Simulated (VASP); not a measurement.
Wanted: the native input for a VASP 6.6.1 run.

```yaml
Task: single point
Functional: PBE
Dispersion: D3(BJ)
Potentials_or_basis: VASP PAW PBE potentials, release 64 (Ir)
Cutoff: 400 eV
k_mesh: 15 × 15 × 1
Occupations: methfessel-paxton, width 0.1 eV
Spin: no spin polarisation
Dipole_correction: yes
Further_INCAR_settings: ALGO = Normal; EDIFF = 1e-06; NBANDS = 26; NELMDL = -8
```

The structure of Ir lies in POSCAR:

```
Ir
1.0
    2.7197522554      0.0000000000      0.0000000000
   -1.3598761277      2.3553745452      0.0000000000
    0.0000000000      0.0000000000     27.5536406592
Ir
4
Direct
    0.3333333333      0.6666666667      0.5281735786
    0.0000000000      1.0000000000      0.6105542164
    0.6666666667      0.3333333333      0.6913092594
    0.3333333333      0.6666666667      0.7709973552
```

These files were run (other wordings do the same):

INCAR

```
SYSTEM = Ir
PREC = Accurate
ENCUT = 400
EDIFF = 1E-6
ISMEAR = 1
SIGMA = 0.1
LREAL = .False.
LASPH = .True.
NELM = 120
ALGO = Normal
ISIF = 2
LWAVE = .False.
LCHARG = .True.
LDIPOL = .True.
IDIPOL = 3
DIPOL = 0.5 0.5 0.650
GGA = PE
IVDW = 12
LELF = .True.
LVHAR = .True.
LVACPOTAV = .True.
NBANDS = 26
GGA_COMPAT = .False.
NELMDL = -8
```

KPOINTS

```
regular mesh
0
Gamma
  15 15 1
  0 0 0
```

Potentials or basis: VASP PAW PBE potentials, release 64 (Ir).

Run with:

```sh
$ cat potpaw_PBE.64/Ir/POTCAR > POTCAR
$ mpirun -np 1 vasp_std > vasp.out
```

It gave:

| Property | Result |
| --- | --- |
| Largest force | 0.808 eV/Å |
| Band gap on the k mesh | zero (band 18 reaches 0.52 eV, above the bottom of band 19 at -1.64 eV) |
| Dispersion energy per atom | -0.535 eV |

Caveat: spin-orbit coupling is left out, which moves the levels of the heavy elements.

It took 4.3 min on 1 thread of Intel(R) Xeon(R) Platinum 8488C (Sapphire Rapids), with other jobs on the host, peak memory 0.26 GiB.
